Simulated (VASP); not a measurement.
# NaWF3 (Pm-3m) in VASP: single point with PBE

Aim: the single point of NaWF3 with PBE.

Program: VASP 6.6.1. These are calculated values, not measurements. Logs are shortened: lines on timing, memory, paths and dates and some standing lists are left out, and cuts for length are marked.

### Step 1. The cell of the first run

The structure is cubic, space group Pm-3m (No. 221). The conventional cell has a = 4.064 Å, b = 4.064 Å, c = 4.064 Å, α = 90.00°, β = 90.00°, γ = 90.00°. Na (site symmetry m-3m) has 6 F at 2.03 Å within 2.7 Å. Within 3.8 Å of W (site symmetry m-3m) lie 12 F at 2.87 Å and 8 Na at 3.52 Å. Within 2.7 Å of F (site symmetry 4/mmm) lie 2 Na at 2.03 Å.

The cell was generated, and may not be a known phase.

### Step 2. Single point, PBE, collinear spin

The input, INCAR:

```
SYSTEM = NaWF3
PREC = Accurate ; ENCUT = 520
EDIFF = 1E-6 ; ISMEAR = 0
SIGMA = 0.1 ; LREAL = .FALSE.
LASPH = .TRUE. ; NELM = 150
ALGO = Normal ; ISIF = 2
LWAVE = .FALSE. ; LCHARG = .TRUE.
ISPIN = 2 ; MAGMOM = 0 3.36 0 0 0
LORBIT = 11 ; LMAXMIX = 4
GGA = PE ; LELF = .TRUE.
LVHAR = .TRUE. ; NBANDS = 33
```

The input, KPOINTS:

```
Automatic mesh
0
G
  10 10 10
  0 0 0
```

The input, POSCAR:

```
NaWF3
1.0
    4.0637313155      0.0000000000      0.0000000000
    0.0000000000      4.0637313155      0.0000000000
    0.0000000000      0.0000000000      4.0637313155
Na W F
1 1 3
Direct
    0.5000000000      0.5000000000      0.5000000000
    0.0000000000      0.0000000000      0.0000000000
    0.0000000000      0.5000000000      0.5000000000
    0.5000000000      0.5000000000      0.0000000000
    0.5000000000      0.0000000000      0.5000000000
```

Potentials or basis: VASP PAW PBE potentials, release 64 (Na_pv, W_sv, F).

Run with:

```
> cat potpaw_PBE.64/Na_pv/POTCAR potpaw_PBE.64/W_sv/POTCAR potpaw_PBE.64/F/POTCAR > POTCAR
> mpirun -np 1 vasp_std > vasp.out
```

OUTCAR:

```text
SYSTEM = NaWF3
   PREC = Accurate
   ENCUT = 520
   EDIFF = 1E-6
   ISMEAR = 0
   LREAL = .FALSE.
   LASPH = .TRUE.
   NELM = 150
   ISIF = 2
   ISPIN = 2
   LORBIT = 11
   GGA = PE

 ion  position               nearest neighbor table
   1  0.500  0.500  0.500-   3 2.03   4 2.03   5 2.03   4 2.03   5 2.03   3 2.03
   2  0.000  0.000  0.000-
   3  0.000  0.500  0.500-   1 2.03   1 2.03
   4  0.500  0.500  0.000-   1 2.03   1 2.03
   5  0.500  0.000  0.500-   1 2.03   1 2.03

  LATTYP: Found a simple cubic cell.
 ALAT       =     4.0637313155

  Lattice vectors:

 A1 = (   4.0637313155,   0.0000000000,   0.0000000000)
 A2 = (   0.0000000000,   4.0637313155,   0.0000000000)
 A3 = (   0.0000000000,   0.0000000000,   4.0637313155)

Analysis of symmetry for initial positions (statically):
=====================================================================
 Subroutine PRICEL returns:
 Original cell was already a primitive cell.

 Routine SETGRP: Setting up the symmetry group for a
 simple cubic supercell.

 Subroutine GETGRP returns: Found 48 space group operations
 (whereof 48 operations were pure point group operations)
 out of a pool of 48 trial point group operations.

The static configuration has the point symmetry O_h .

Analysis of symmetry for dynamics (positions and initial velocities):
=====================================================================
 Subroutine PRICEL returns:
 Original cell was already a primitive cell.

 Routine SETGRP: Setting up the symmetry group for a
 simple cubic supercell.

 Subroutine GETGRP returns: Found 48 space group operations
 (whereof 48 operations were pure point group operations)
 out of a pool of 48 trial point group operations.

The dynamic configuration has the point symmetry O_h .

Analysis of structural, dynamic, and magnetic symmetry:
=====================================================================
 Subroutine PRICEL returns:
 Original cell was already a primitive cell.

 Routine SETGRP: Setting up the symmetry group for a
 simple cubic supercell.

 Subroutine GETGRP returns: Found 48 space group operations
 (whereof 48 operations were pure point group operations)
 out of a pool of 48 trial point group operations.

The overall configuration has the point symmetry O_h .

 Subroutine INISYM returns: Found 48 space group operations
 (whereof 48 operations are pure point group operations),
 and found     1 'primitive' translations

----------------------------------------------------------------------------------------

                                     Primitive cell

  volume of cell :      67.1081

  direct lattice vectors                    reciprocal lattice vectors
     4.063731316  0.000000000  0.000000000     0.246079261  0.000000000  0.000000000
     0.000000000  4.063731316  0.000000000     0.000000000  0.246079261  0.000000000
     0.000000000  0.000000000  4.063731316     0.000000000  0.000000000  0.246079261

  length of vectors
     4.063731316  4.063731316  4.063731316     0.246079261  0.246079261  0.246079261

  position of ions in fractional coordinates (direct lattice)
     0.500000000  0.500000000  0.500000000
     0.000000000  0.000000000  0.000000000
     0.000000000  0.500000000  0.500000000
     0.500000000  0.500000000  0.000000000
     0.500000000  0.000000000  0.500000000

  ion indices of the primitive-cell ions
   primitive index   ion index
                 1           1
                 2           2
                 3           3
                 4           4
                 5           5

----------------------------------------------------------------------------------------

 KPOINTS: Automatic mesh

Automatic generation of k-mesh.
 Grid dimensions read from file:
 generate k-points for:   10   10   10

 Generating k-lattice:

  Cartesian coordinates                     Fractional coordinates (reciprocal lattice)
     0.024607926  0.000000000  0.000000000     0.100000000  0.000000000  0.000000000
     0.000000000  0.024607926  0.000000000     0.000000000  0.100000000  0.000000000
     0.000000000  0.000000000  0.024607926     0.000000000  0.000000000  0.100000000

  Length of vectors
     0.024607926  0.024607926  0.024607926

  Shift w.r.t. Gamma in fractional coordinates (k-lattice)
     0.000000000  0.000000000  0.000000000

 Subroutine IBZKPT returns following result:
 ===========================================

 Found     56 irreducible k-points:

 Following reciprocal coordinates:
            Coordinates               Weight
  0.000000  0.000000  0.000000      1.000000
  0.100000  0.000000  0.000000      6.000000
  0.200000  0.000000  0.000000      6.000000
  0.300000  0.000000  0.000000      6.000000
  0.400000  0.000000  0.000000      6.000000
  0.500000  0.000000  0.000000      3.000000
[... 16 lines left out ...]
  0.200000  0.100000  0.100000     24.000000
  0.300000  0.100000  0.100000     24.000000
 [... further k-points ...]
   k-points           NKPTS =     56   k-points in BZ     NKDIM =     56   number of bands    NBANDS=     33
   number of dos      NEDOS =    301   number of ions     NIONS =      5
   total plane-waves  NPLWV =  27000
   dimension x,y,z NGX =    30 NGY =   30 NGZ =   30
   dimension x,y,z NGXF=    60 NGYF=   60 NGZF=   60
   ions per type =               1   1   3
   NGX,Y,Z   is equivalent  to a cutoff of  12.27, 12.27, 12.27 a.u.
   NGXF,Y,Z  is equivalent  to a cutoff of  24.55, 24.55, 24.55 a.u.
 SYSTEM =  NaWF3
   PREC   = accura    normal or accurate (medium, high low for compatibility)
   ISTART =      0    job   : 0-new  1-cont  2-samecut
   ICHARG =      2    charge: 1-file 2-atom 10-const
   ISPIN  =      2    spin polarized calculation?
   LNONCOLLINEAR =      F non collinear calculations
   LSORBIT =      F    spin-orbit coupling
   LASPH  =      T    aspherical Exc in radial PAW
   ENCUT  =  520.0 eV  38.22 Ry    6.18 a.u.   7.56  7.56  7.56*2*pi/ulx,y,z
   NELM   =    150;   NELMIN=  2; NELMDL= -5     # of ELM steps
   EDIFF  = 0.1E-05   stopping-criterion for ELM
   LREAL  =      F    real-space projection
   EDIFFG = 0.1E-04   stopping-criterion for IOM
   NSW    =      0    number of steps for IOM
   IBRION =     -1    ionic relax: 0-MD 1-quasi-New 2-CG
   NFREE  =      0    steps in history (QN), initial steepest desc. (CG)
   ISIF   =      2    stress and relaxation
   ISYM   =      2    0-nonsym 1-usesym 2-fastsym
   POTIM  = 0.5000    time-step for ionic-motion
   TEBEG  =    0.0;   TEEND  =   0.0 temperature during run
   PSTRESS=    0.0 pullay stress
   NELECT =      42.0000    total number of electrons
   NUPDOWN=      -1.0000    fix difference up-down
   EMIN   =  10.00;   EMAX   =-10.00  energy-range for DOS
   EFERMI =   0.00;   METHOD = LEGACY
   ISMEAR =     0;   SIGMA  =   0.10  broadening in eV -4-tet -1-fermi 0-gaus
   EFERMI_NEDOS =   21; number of points for ismear=-14 and -15
   IALGO  =     38    algorithm
   IMIX   =      4    mixing-type and parameters
     AMIX     =   0.40;   BMIX     =  1.00
     AMIX_MAG =   1.60;   BMIX_MAG =  1.00
  volume/ion in A,a.u.               =      13.42        90.57
  Fermi-wavevector in a.u.,A,eV,Ry     =   1.400338  2.646256 26.680305  1.960947
  Thomas-Fermi vector in A             =   2.523309
   LORBIT       =     11    0 simple, 1 ext, 2 COOP (PROOUT), +10 PAW based schemes
   GGA     = PE    functional components
   LHFCALC =     F    Hartree Fock is set to
   AEXX    =    0.0000 exact exchange contribution
   IVDW    =     0    specifies the selected vdW correction
   LEPSILON=     F    determine dielectric tensor
   LRPA    =     F    only Hartree local field effects (RPA)
 spin polarized calculation
 Gauss-broadening in eV      SIGMA  =   0.10
  energy-cutoff  :      520.00
  volume of cell :       67.11
 maximum number of plane-waves:      1856
   NGX = 15   NGY = 15   NGZ = 15

 number of electron      41.9999948 magnetization       3.9999168

 Free energy of the ion-electron system (eV)
  ---------------------------------------------------
  ext. energy  EPLUGINS =         0.00000000
  ---------------------------------------------------
  free energy    TOTEN  =       -23.31784617 eV

  energy without entropy =      -23.29186311  energy(sigma->0) =      -23.30485464

 E-fermi :   2.8817     XC(G=0): -10.2102

 val. band max:        2.8792669025   @ k =   0.5000   0.2000   0.2000
 cond. band min:       2.8914816889   @ k =   0.3000   0.3000   0.0000
 fundamental gap:      0.0122147864
 Fermi energy:         2.8816653361

 spin component 1

 k-point     1 :       0.0000    0.0000    0.0000
  band No.  band energies     occupation
      1     -72.1940      1.00000
      2     -36.5931      1.00000
      3     -36.5931      1.00000
      4     -36.5931      1.00000
      5     -19.9629      1.00000
      6     -19.4111      1.00000
[... 853 lines left out ...]
     32      18.1729      0.00000
     33      18.2266      0.00000

 [... further k-points ...]

 spin component 2

 k-point     1 :       0.0000    0.0000    0.0000
  band No.  band energies     occupation
      1     -70.6525      1.00000
      2     -34.5103      1.00000
      3     -34.5103      1.00000
      4     -34.5103      1.00000
      5     -19.9367      1.00000
      6     -19.3925      1.00000
[... 853 lines left out ...]
     32      18.5751      0.00000
     33      18.7118      0.00000

 [... further k-points ...]

------------------------ aborting loop because EDIFF is reached ----------------------------------------

  FORCE on cell =-STRESS in cart. coord.  units (eV):
  Direction    XX          YY          ZZ          XY          YZ          ZX
  --------------------------------------------------------------------------------------
  -------------------------------------------------------------------------------------
  Total        0.0788680      0.0788680      0.0788680      0.0000000     -0.0000000      0.0000000
  in kB        1.8829391      1.8829391      1.8829391      0.0000000     -0.0000000      0.0000000
  external PRESSURE =       1.8829391 kB  Pullay stress =       0.0000000 kB

 VOLUME and BASIS-vectors are now :
 -----------------------------------------------------------------------------
  energy-cutoff  :      520.00
  volume of cell :       67.11
      direct lattice vectors                 reciprocal lattice vectors
     4.063731316  0.000000000  0.000000000     0.246079261  0.000000000  0.000000000
     0.000000000  4.063731316  0.000000000     0.000000000  0.246079261  0.000000000
     0.000000000  0.000000000  4.063731316     0.000000000  0.000000000  0.246079261

 POSITION                                       TOTAL-FORCE (eV/Angst)
 -----------------------------------------------------------------------------------
      2.03187      2.03187      2.03187         0.000000      0.000000      0.000000
      0.00000      0.00000      0.00000         0.000000      0.000000      0.000000
      0.00000      2.03187      2.03187         0.000000      0.000000      0.000000
      2.03187      2.03187      0.00000         0.000000      0.000000      0.000000
      2.03187      0.00000      2.03187         0.000000      0.000000      0.000000
 -----------------------------------------------------------------------------------
    total drift:                                0.000000      0.000000     -0.000000

  FREE ENERGIE OF THE ION-ELECTRON SYSTEM (eV)
  ---------------------------------------------------
  free  energy   TOTEN  =       -23.3178461659 eV

  energy  without entropy=      -23.2918631085  energy(sigma->0) =      -23.30485464

 total charge

# of ion       s       p       d       tot
------------------------------------------
    1        0.095   6.066   0.000   6.161
    2        2.152   5.989   3.269  11.410
    3        1.744   4.316   0.000   6.059
    4        1.744   4.316   0.000   6.059
    5        1.744   4.316   0.000   6.059
--------------------------------------------------
tot          7.478  25.002   3.269  35.748

 magnetization (x)

# of ion       s       p       d       tot
------------------------------------------
    1       -0.000   0.000   0.000  -0.000
    2        0.090   0.016   3.074   3.180
    3        0.008   0.001   0.000   0.008
    4        0.008   0.001   0.000   0.008
    5        0.008   0.001   0.000   0.008
--------------------------------------------------
tot          0.112   0.019   3.074   3.205
```

Run time: 2.6 min. Hardware: 1 thread of Intel Xeon 8259CL, shared host; peak memory 0.29 GiB.

Results:

| Property | Result |
| --- | --- |
| Free energy | -23.3178 eV |
| Pressure | 0.2 GPa |
| Band gap on the k mesh | zero (filled and empty bands overlap) |
| Net moment | 4.00 μB per cell |
| Site moments | Na -0.00; W +3.18; F +0.01 μB |
| Valence electrons inside the program's atomic spheres | Na 6.16; W 11.41; F 6.06 |

Caveat: spin-orbit coupling is left out, which moves the levels of the heavy elements.
